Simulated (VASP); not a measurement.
# Sc8H in VASP: a series of runs

Sc8H is run at these levels: LDA; tasks: single point.

All numbers are computed with VASP 6.6.1; they aren't measurements. Logs are shortened: lines on timing, memory, paths and dates and some standing lists are left out, and cuts for length are marked.

### Step 1. The cell of the first run

The cell holds a slab with vacuum, 9 atoms: a = 6.459 Å, b = 4.985 Å, c = 19.026 Å, α = 90.00°, β = 90.00°, γ = 90.00°.

### Step 2. Single point, LDA

Contents of INCAR:

```
ALGO = Normal ; DIPOL = 0.5 0.5 0.322
EDIFF = 1E-7 ; ENCUT = 520
GGA = CA ; IDIPOL = 3
ISIF = 2 ; ISMEAR = 0
LASPH = True ; LCHARG = False
LDIPOL = True ; LREAL = False
LWAVE = False ; NBANDS = 54
NELM = 60 ; PREC = Accurate
SIGMA = 0.1
```

Contents of KPOINTS:

```
k-points
0
Gamma
  4 6 1
```

Contents of POSCAR:

```
Sc8H
1.0
    6.4591689165      0.0000000000      0.0000000000
    0.0000000000      4.9849552023      0.0000000000
    0.0000000000      0.0000000000     19.0264987477
Sc H
8 1
Direct
    0.0000000000      0.7500000000      0.2102331098
    0.5000000000      0.7500000000      0.2102331098
    0.2500000000      0.2500000000      0.2592332301
    0.7500000000      0.2500000000      0.2592332301
    0.2500000000      0.7500000000      0.3431453096
    0.7500000000      0.7500000000      0.3431453096
    0.0000000000      0.2500000000      0.3955798094
    0.5000000000      0.2500000000      0.3955798094
    0.0625000000      0.3750000000      0.4860608544
```

Potentials or basis: VASP PAW LDA potentials, release 64 (Sc_sv, H).

On the command line:

```sh
$ cat potpaw_LDA.64/Sc_sv/POTCAR potpaw_LDA.64/H/POTCAR > POTCAR
$ mpirun -np 1 vasp_std > vasp.out
```

OUTCAR:

```text
EDIFF = 1E-7
   ENCUT = 520
   GGA = CA
   ISIF = 2
   ISMEAR = 0
   LASPH = True
   LREAL = False
   NELM = 60
   PREC = Accurate

 ion  position               nearest neighbor table
   1  0.000  0.750  0.210-   5 3.00   6 3.00   3 3.11   4 3.11   3 3.11   4 3.11   2 3.23   2 3.23

   2  0.500  0.750  0.210-   5 3.00   6 3.00   3 3.11   4 3.11   3 3.11   4 3.11   1 3.23   1 3.23

   3  0.250  0.250  0.259-   5 2.96   5 2.96   8 3.06   7 3.06   1 3.11   1 3.11   2 3.11   2 3.11
                             4 3.23   4 3.23
   4  0.750  0.250  0.259-   6 2.96   6 2.96   8 3.06   7 3.06   1 3.11   1 3.11   2 3.11   2 3.11
                             3 3.23   3 3.23
   5  0.250  0.750  0.343-   3 2.96   3 2.96   1 3.00   2 3.00   8 3.13   7 3.13   7 3.13   8 3.13
                             6 3.23   6 3.23
   6  0.750  0.750  0.343-   4 2.96   4 2.96   1 3.00   2 3.00   8 3.13   7 3.13   7 3.13   8 3.13
                             5 3.23   5 3.23
   7  0.000  0.250  0.396-   9 1.87   4 3.06   3 3.06   6 3.13   5 3.13   5 3.13   6 3.13   8 3.23
                             8 3.23
   8  0.500  0.250  0.396-   3 3.06   4 3.06   5 3.13   6 3.13   5 3.13   6 3.13   7 3.23   7 3.23

   9  0.062  0.375  0.486-   7 1.87

  LATTYP: Found a simple orthorhombic cell.
 ALAT       =     4.9849552023
 B/A-ratio  =     1.2957325902
 C/A-ratio  =     3.8167842991

  Lattice vectors:

 A1 = (   0.0000000000,  -4.9849552023,   0.0000000000)
 A2 = (   6.4591689165,   0.0000000000,   0.0000000000)
 A3 = (   0.0000000000,   0.0000000000,  19.0264987477)

Analysis of symmetry for initial positions (statically):
=====================================================================
 Subroutine PRICEL returns:
 Original cell was already a primitive cell.

 Routine SETGRP: Setting up the symmetry group for a
 simple orthorhombic supercell.

 Subroutine GETGRP returns: Found  1 space group operations
 (whereof  1 operations were pure point group operations)
 out of a pool of  8 trial point group operations.

The static configuration has the point symmetry C_1 .

Analysis of symmetry for dynamics (positions and initial velocities):
=====================================================================
 Subroutine PRICEL returns:
 Original cell was already a primitive cell.

 Routine SETGRP: Setting up the symmetry group for a
 simple orthorhombic supercell.

 Subroutine GETGRP returns: Found  1 space group operations
 (whereof  1 operations were pure point group operations)
 out of a pool of  8 trial point group operations.
[... 118 lines left out ...]
   EFERMI =   0.00;   METHOD = LEGACY
   ISMEAR =     0;   SIGMA  =   0.10  broadening in eV -4-tet -1-fermi 0-gaus
   EFERMI_NEDOS =   21; number of points for ismear=-14 and -15
   IALGO  =     38    algorithm
   IMIX   =      4    mixing-type and parameters
     AMIX     =   0.40;   BMIX     =  1.00
     AMIX_MAG =   1.60;   BMIX_MAG =  1.00
  volume/ion in A,a.u.               =      68.07       459.36
  Fermi-wavevector in a.u.,A,eV,Ry     =   0.860609  1.626315 10.077127  0.740648
  Thomas-Fermi vector in A             =   1.978139
   LORBIT       =      0    0 simple, 1 ext, 2 COOP (PROOUT), +10 PAW based schemes
   GGA     = CA    functional components
   LHFCALC =     F    Hartree Fock is set to
   AEXX    =    0.0000 exact exchange contribution
   IVDW    =     0    specifies the selected vdW correction
   LEPSILON=     F    determine dielectric tensor
   LRPA    =     F    only Hartree local field effects (RPA)
 non-spin polarized calculation
 Gauss-broadening in eV      SIGMA  =   0.10
  energy-cutoff  :      520.00
  volume of cell :      612.63
 maximum number of plane-waves:     16576
   NGX = 25   NGY = 19   NGZ = 71

 dipolmoment           0.000000      0.000000     -0.328027 electrons x Angstroem

 number of electron      89.0000015 magnetization

 dipolmoment           0.000000      0.000000      0.185895 electrons x Angstroem

 Free energy of the ion-electron system (eV)
  ---------------------------------------------------
  ext. energy  EPLUGINS =         0.00000000
  ---------------------------------------------------
  free energy    TOTEN  =       -51.67337622 eV

  energy without entropy =      -51.59833962  energy(sigma->0) =      -51.63585792

 E-fermi :  -1.5640     XC(G=0):  -4.1642

 val. band max:       -1.5658609831   @ k =  -0.2500   0.1667   0.0000
 cond. band min:      -1.5570080072   @ k =   0.2500   0.0000   0.0000
 fundamental gap:      0.0088529759
 Fermi energy:        -1.5639795175

 k-point     1 :       0.0000    0.0000    0.0000
  band No.  band energies     occupation
      1     -50.6760      2.00000
      2     -50.5448      2.00000
      3     -50.5132      2.00000
      4     -50.2208      2.00000
      5     -50.0865      2.00000
      6     -50.0708      2.00000
[... 787 lines left out ...]
     53      -0.7335      0.00000
     54      -0.5774      0.00000

------------------------ aborting loop because EDIFF is reached ----------------------------------------

 vacuum level on the upper side and lower side of the slab       (xc-potential included)         0.432        -0.626

  FORCE on cell =-STRESS in cart. coord.  units (eV):
  Direction    XX          YY          ZZ          XY          YZ          ZX
  --------------------------------------------------------------------------------------
  -------------------------------------------------------------------------------------
  Total        0.1692637     -1.5335257      0.1077314      0.1105423      0.6686100      0.6413060
  in kB        0.4426676     -4.0105585      0.2817450      0.2890961      1.7485846      1.6771778
  external PRESSURE =      -1.0953820 kB  Pullay stress =       0.0000000 kB

 VOLUME and BASIS-vectors are now :
 -----------------------------------------------------------------------------
  energy-cutoff  :      520.00
  volume of cell :      612.63
      direct lattice vectors                 reciprocal lattice vectors
     6.459168917  0.000000000  0.000000000     0.154818679  0.000000000  0.000000000
     0.000000000  4.984955202  0.000000000     0.000000000  0.200603608  0.000000000
     0.000000000  0.000000000 19.026498748     0.000000000  0.000000000  0.052558277

 POSITION                                       TOTAL-FORCE (eV/Angst)
 -----------------------------------------------------------------------------------
      0.00000      3.73872      4.00000         0.013377     -0.005179     -0.104174
      3.22958      3.73872      4.00000        -0.003448     -0.008500     -0.233614
      1.61479      1.24624      4.93230         0.053148     -0.024198      0.239518
      4.84438      1.24624      4.93230        -0.048945      0.026300      0.219492
      1.61479      3.73872      6.52885         0.139003     -0.129037     -0.005429
      4.84438      3.73872      6.52885        -0.178325     -0.107785     -0.147093
      0.00000      1.24624      7.52650        -0.039966     -0.029150     -0.190964
      3.22958      1.24624      7.52650        -0.311188      0.051342      0.203567
      0.40370      1.86936      9.24804         0.376344      0.226208      0.018699
 -----------------------------------------------------------------------------------
    total drift:                               -0.000034     -0.000032      0.001192

  FREE ENERGIE OF THE ION-ELECTRON SYSTEM (eV)
  ---------------------------------------------------
  free  energy   TOTEN  =       -51.6733762160 eV

  energy  without entropy=      -51.5983396159  energy(sigma->0) =      -51.63585792

 vacuum level on the upper side and lower side of the slab         3.011         1.929
```

OSZICAR:

```text
N       E                     dE             d eps       ncg     rms          rms(c)
DAV:   1     0.206101057235E+04    0.20610E+04   -0.36005E+04  1792   0.138E+03
DAV:   2     0.119287099779E+03   -0.19417E+04   -0.19224E+04  2432   0.722E+02
DAV:   3    -0.503379848566E+02   -0.16963E+03   -0.16630E+03  2512   0.369E+02
[... 24 lines left out ...]
DAV:  28    -0.516733744045E+02   -0.19977E-05   -0.21343E-07  1424   0.365E-03    0.817E-04
DAV:  29    -0.516733756635E+02   -0.12590E-05   -0.11478E-07  1240   0.205E-03    0.447E-04
DAV:  30    -0.516733759031E+02   -0.23952E-06   -0.69102E-08  1192   0.149E-03    0.208E-04
DAV:  31    -0.516733761275E+02   -0.22446E-06   -0.34058E-08  1152   0.135E-03    0.179E-04
DAV:  32    -0.516733762160E+02   -0.88452E-07   -0.15355E-08  1120   0.101E-03
   1 F= -.51673376E+02 E0= -.51635858E+02  d E =-.750366E-01
```

Run time: 14 min. Hardware: 1 thread of Intel Xeon 6975P-C (Granite Rapids), shared host; peak memory 0.66 GiB.

Results:

```
Free energy            : -51.6734 eV
Largest force          : 0.439 eV/Å
Band gap on the k mesh : zero (an odd number of electrons rules out a gap without spin polarisation)
```

Forces in eV/Å, atoms in the order of the input:
```
Sc   0.013 -0.005 -0.104
Sc  -0.003 -0.009 -0.234
Sc   0.053 -0.024  0.240
Sc  -0.049  0.026  0.219
Sc   0.139 -0.129 -0.005
Sc  -0.178 -0.108 -0.147
Sc  -0.040 -0.029 -0.191
Sc  -0.311  0.051  0.204
H    0.376  0.226  0.019
```

### Step 3. Single point, LDA

Contents of INCAR:

```
  PREC = Accurate
  ENCUT = 520
  EDIFF = 1E-7
  ISMEAR = 0
  SIGMA = 0.1
  LREAL = F
  LASPH = T
  NELM = 100
  ALGO = Normal
  ISIF = 2
  LWAVE = F
  LCHARG = F
  LDIPOL = T
  IDIPOL = 3
  DIPOL = 0.5 0.5 0.315
  NBANDS = 54
```

Contents of KPOINTS:

```
regular mesh
0
Gamma
  4 6 1
```

POSCAR, as its differences from that of step 2:

```diff
@@ -16,2 +16,2 @@
     0.5000000000      0.2500000000      0.3955798094
-    0.0625000000      0.3750000000      0.4860608544
+    0.0625000000      0.6250000000      0.4203393707
```

Potentials or basis: VASP PAW LDA potentials, release 64 (Sc_sv, H).

On the command line:

```sh
$ cat potpaw_LDA.64/Sc_sv/POTCAR potpaw_LDA.64/H/POTCAR > POTCAR
$ mpirun -np 1 vasp_std > vasp.out
```

It took 11 min on 1 thread of Intel Xeon 6975P-C (Granite Rapids), shared host; peak memory 0.66 GiB.

The run converged. Its results:

* Free energy: -52.7715 eV
* Largest force: 0.637 eV/Å
* Band gap on the k mesh: zero (an odd number of electrons rules out a gap without spin polarisation)

Forces on the atoms (eV/Å):
```
Sc  -0.013 -0.005 -0.263
Sc   0.030 -0.008 -0.421
Sc  -0.040  0.032  0.201
Sc   0.008  0.013  0.257
Sc   0.103 -0.266  0.040
Sc   0.306 -0.251  0.264
Sc   0.073  0.025 -0.072
Sc  -0.031 -0.004 -0.024
H   -0.437  0.464  0.016
```

Levels at points of the mesh, in eV from the Fermi level:
```
           k point  band 42  band 43  band 44  band 45  band 46  band 47
(0.00, 0.00, 0.00)    -0.47    -0.38    -0.29    -0.24     0.10     0.18
(0.50, 0.00, 0.00)    -0.51    -0.47    -0.25     0.15     0.27     0.28
(0.00, 0.50, 0.00)    -0.22    -0.06    -0.03     0.08     0.48     0.50
(0.50, 0.50, 0.00)    -0.32    -0.26    -0.25     0.04     0.55     0.55
```

The gap in the log of VASP goes by the Fermi energy; the results here count the filled bands.